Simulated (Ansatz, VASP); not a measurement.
## Ir in VASP and in Ansatz

INCAR

```
ALGO = Normal
EDIFF = 1E-7
ENCUT = 520
GGA = CA
ISIF = 2
ISMEAR = -1
LASPH = True
LCHARG = False
LREAL = False
LWAVE = False
NBANDS = 10
NELM = 100
PREC = Accurate
SIGMA = 0.1
```

The input KPOINTS:

```
k-points
0
Gamma
  14 14 14
```

POSCAR

```
Ir
1.0
    2.5937362337      0.0000000000      0.0000000000
    0.0000000000      2.5937362337      0.0000000000
    0.0000000000      0.0000000000      2.5937362337
Ir
1
Direct
    0.0000000000      0.0000000000      0.0000000000
```

Input for Ansatz:

```yaml
crystal:
  lattice:
    - [2.5937362337, 0.0, 0.0]
    - [0.0, 2.5937362337, 0.0]
    - [0.0, 0.0, 2.5937362337]
  atoms:
    - { symbol: Ir, position: [0.0, 0.0, 0.0] }
hamiltonian:
  xc: lda
  pseudopotentials:
    kind: paw
    azcp:
      Ir: "pseudopotentials/Ir.paw.azcp"
basis:
  ecutwfc: 420
  fft_grid_basis: typed
kpoints:
  mp_grid: { grid: [14, 14, 14], shift: [0, 0, 0] }
magnetization:
  spin_polarized: false
scf:
  occupations: { method: fermi_dirac, width: 0.1 }
  lower_state_search: "off"
output:
  stress: true
```

Alike in both runs: task single point; functional LDA; k mesh 14 × 14 × 14; occupations fermi-dirac, width 0.1 eV; no spin polarisation.

|  | VASP | Ansatz |
| --- | --- | --- |
| version | VASP 6.6.1 | Ansatz 0.2.0 |
| potentials or method | VASP PAW LDA potentials, release 64 (Ir), cutoff 520 eV | plane waves (420 eV) with PAW, scalar-relativistic |
| valence electrons in the cell | 9 | 17 |

|  | VASP | Ansatz | Ansatz less VASP |
| --- | --- | --- | --- |
| pressure (GPa) | -17.7 | -18.8 | -1.12 |

Ansatz warns that its potentials were made for another functional, while VASP's fit it. LDA's correlation is that of Perdew and Zunger in VASP and of Perdew and Wang (1992) in Ansatz. VASP's potentials hold 9 valence electrons a cell and Ansatz's 17, so a difference there can come from the potentials and not from the codes.

Neither program's run includes spin-orbit coupling.
